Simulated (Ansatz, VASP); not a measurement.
# One calculation of SnO2, two programs

Contents of INCAR:

```
  PREC = Accurate
  ENCUT = 520
  EDIFF = 1E-6
  ISMEAR = 0
  SIGMA = 0.05
  LREAL = F
  LASPH = T
  NELM = 60
  ALGO = Normal
  ISIF = 2
  LWAVE = F
  LCHARG = T
  GGA = PS
  LELF = T
  LVHAR = T
  NBANDS = 20
```

Contents of KPOINTS:

```
Automatic mesh
0
Gamma
  12 12 12
```

The input POSCAR:

```
SnO2
1.0
    1.6856500000      0.9732104813      4.1751333333
   -1.6856500000      0.9732104813      4.1751333333
    0.0000000000     -1.9464209625      4.1751333333
Sn O
1 2
Direct
    0.5000000000      0.5000000000      0.5000000000
    0.2414378084      0.2414378084      0.2414378084
    0.7585621916      0.7585621916      0.7585621916
```

Input for Ansatz:

```yaml
crystal:
  lattice:
    - [1.68565, 0.9732104813, 4.1751333333]
    - [-1.68565, 0.9732104813, 4.1751333333]
    - [0.0, -1.9464209625, 4.1751333333]
  atoms:
    - { symbol: Sn, position: [0.5, 0.5, 0.5] }
    - { symbol: O, position: [0.2414378084, 0.2414378084, 0.2414378084] }
    - { symbol: O, position: [0.7585621916, 0.7585621916, 0.7585621916] }
basis:
  ecutwfc: 520.0
kpoints:
  mp_grid: { grid: [12, 12, 12] }
hamiltonian:
  xc: pbesol
  pseudopotentials: { kind: paw, azcp: { folder: soft_1 } }
scf:
  occupations: { method: gaussian, width: 0.05 }
output:
  forces: true
  stress: true
  eigenvalues: true
```

Alike in both runs: task single point; functional PBEsol; k mesh 12 × 12 × 12; occupations gaussian, width 0.05 eV; no spin polarisation.

|  | VASP | Ansatz |
| --- | --- | --- |
| version | VASP 6.6.1 | Ansatz 0.2.0 |
| potentials or method | VASP PAW PBE potentials, release 64 (Sn_d, O), cutoff 520 eV | scalar-relativistic, plane waves, PAW |
| valence electrons in the cell | 26 | 26 |

|  | VASP | Ansatz | Ansatz less VASP |
| --- | --- | --- | --- |
| gap on the k mesh at the Fermi level (eV) | 0.71 | 0.72 | +0.014 |
| least direct gap on the mesh (eV) | 0.71 | 0.72 | +0.014 |
| pressure (GPa) | -11.5 | -12.0 | -0.54 |
| traceless stress, the component that is largest in VASP (GPa) | 7.85 | 8.29 | +0.443 |
| rms of the force components (eV/Å) | 0.088 | 0.108 | +0.0203 |

VASP's potentials were made for PBE, not for PBEsol, and Ansatz warns of the same on its side. Atom by atom the forces differ by 0.020 eV/Å (rms over components). The functional is the same, so the differences come from potentials, cutoffs and numerics.
